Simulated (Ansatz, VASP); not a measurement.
One calculation of Be, two programs

```
Be
1.0
     3.70106    0.00000    0.00000
    -1.85053    3.20521    0.00000
     0.00000    0.00000    3.97347
Be
4
Cartesian
  0.0000 2.1368 1.9867
  1.8505 1.0684 3.9735
  1.8505 1.0684 1.9867
  0.0000 2.1368 0.0000
```

Alike in both runs: functional PBE; k mesh 9 × 9 × 4; occupations gaussian, width 0.1 eV; no spin polarisation.

Ansatz relaxed the structure, and its values are those at the end. VASP's run is a single point on that final structure, the one shown.

```csv
,VASP,Ansatz
version,VASP 6.6.1,Ansatz 0.2.0
potentials or method,"VASP PAW PBE potentials, release 64 (Be), cutoff 520 eV","scalar-relativistic, plane waves, PAW"
valence electrons in the cell,8,8
```

|  | VASP | Ansatz | Ansatz less VASP |
| --- | --- | --- | --- |
| gap on the k mesh at the Fermi level (eV) | none | none | - |
| pressure (GPa) | 0.1 | 0.0 | -0.07 |

A gap of «none» marks a metal or a gap that the smearing closes.

The k mesh is coarse, so the values compare programs but aren't converged.
